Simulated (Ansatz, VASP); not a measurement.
# Two plane-wave programs on PbF

```
CELL_PARAMETERS angstrom
2.12576 1.22731 2.64472
-2.12576 1.22731 2.64472
0.00000 -2.45462 2.64472
ATOMIC_POSITIONS crystal
Pb 0.00000 0.00000 0.00000
F 0.50000 0.50000 0.50000
```

Alike in both runs: functional PBE; k mesh 6 × 6 × 6; occupations gaussian, width 0.1 eV; no spin polarisation.

Ansatz relaxed the structure, and its values are those at the end. VASP's run is a single point on that final structure, the one shown.

|  | VASP | Ansatz |
| --- | --- | --- |
| version | VASP 6.6.1 | Ansatz 0.2.0 |
| potentials or method | VASP PAW PBE potentials, release 64 (Pb_d, F), cutoff 520 eV | scalar-relativistic, plane waves, PAW |
| valence electrons in the cell | 21 | 21 |

|  | VASP | Ansatz | Ansatz less VASP |
| --- | --- | --- | --- |
| gap on the k mesh at the Fermi level (eV) | none | none | - |
| pressure (GPa) | -0.4 | -0.2 | +0.19 |

A gap of «none» marks a metal or a gap that the smearing closes.

Neither program's run includes spin-orbit coupling.
